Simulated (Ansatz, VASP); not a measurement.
# HfB2 in VASP and in Ansatz

File INCAR:

```
SYSTEM = HfB2
  ALGO = Normal
  EDIFF = 1E-7
  ENCUT = 520
  GGA = RE
  ISIF = 2
  ISMEAR = 1
  LASPH = .TRUE.
  LCHARG = .FALSE.
  LREAL = .FALSE.
  LWAVE = .FALSE.
  NBANDS = 15
  NELM = 100
  PREC = Accurate
  SIGMA = 0.1
```

KPOINTS

```
k-points
0
G
  10 10 8
  0 0 0
```

POSCAR

```
HfB2
1.0
    3.1400000000      0.0000000000      0.0000000000
   -1.5700000000      2.7193200000      0.0000000000
    0.0000000000      0.0000000000      3.4800000000
Hf B
1 2
Direct
    0.0000000000      0.0000000000      0.0000000000
    0.3333333333      0.6666666667      0.5000000000
    0.6666666667      0.3333333333      0.5000000000
```

Input for Ansatz:

```yaml
crystal:
  lattice:
    - [3.14, 0.0, 0.0]
    - [-1.57, 2.71932, 0.0]
    - [0.0, 0.0, 3.48]
  atoms:
    - { symbol: Hf, position: [0.0, 0.0, 0.0] }
    - { symbol: B, position: [0.3333333333333333, 0.6666666666666666, 0.5] }
    - { symbol: B, position: [0.6666666666666666, 0.3333333333333333, 0.5] }
basis:
  ecutwfc: 462.593566181796
kpoints:
  mp_grid:
    grid: [10, 10, 8]
hamiltonian:
  xc: revpbe
scf:
  occupations:
    method: cold
    width: 0.1
output:
  stress: true
```

Alike in both runs: task single point; functional revPBE; k mesh 10 × 10 × 8; no spin polarisation.

|  | VASP | Ansatz |
| --- | --- | --- |
| version | VASP 6.6.1 | Ansatz 0.2.0 |
| potentials or method | VASP PAW PBE potentials, release 64 (Hf_pv, B), cutoff 520 eV | plane waves, PAW |
| occupations | methfessel-paxton of order 1, width 0.1 eV | cold, width 0.1 eV |
| valence electrons in the cell | 16 | 32 |

```tsv
	VASP	Ansatz	Ansatz less VASP
pressure (GPa)	4.1	4.6	+0.47
traceless stress, the component that is largest in VASP (GPa)	0.40	0.26	-0.135
```

VASP's potentials were made for PBE, not for revPBE. VASP's potentials hold 16 valence electrons a cell and Ansatz's 32, so a difference there can come from the potentials and not from the codes.

Spin-orbit coupling is off throughout.
